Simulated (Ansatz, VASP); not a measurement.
# Two plane-wave programs on AlN

```
Al N
1.0
     0.00000    1.96005    1.96005
     1.96005    0.00000    1.96005
     1.96005    1.96005    0.00000
Al N
1 1
Direct
  0.50000 0.50000 0.50000
  0.00000 0.00000 0.00000
```

Alike in both runs: task single point; functional PBEsol; k mesh 10 × 10 × 10; occupations gaussian, width 0.02 eV; no spin polarisation.

|  | VASP | Ansatz |
| --- | --- | --- |
| version | VASP 6.6.1 | Ansatz 0.2.0 |
| potentials or method | VASP PAW PBE potentials, release 64 (Al, N), cutoff 600 eV | scalar-relativistic, plane waves, PAW |
| valence electrons in the cell | 8 | 8 |

```csv
,VASP,Ansatz,Ansatz less VASP
gap on the k mesh at the Fermi level (eV),4.96,4.96,+0.001
least direct gap on the mesh (eV),7.07,7.04,-0.028
```

VASP's potentials were made for PBE, not for PBEsol.
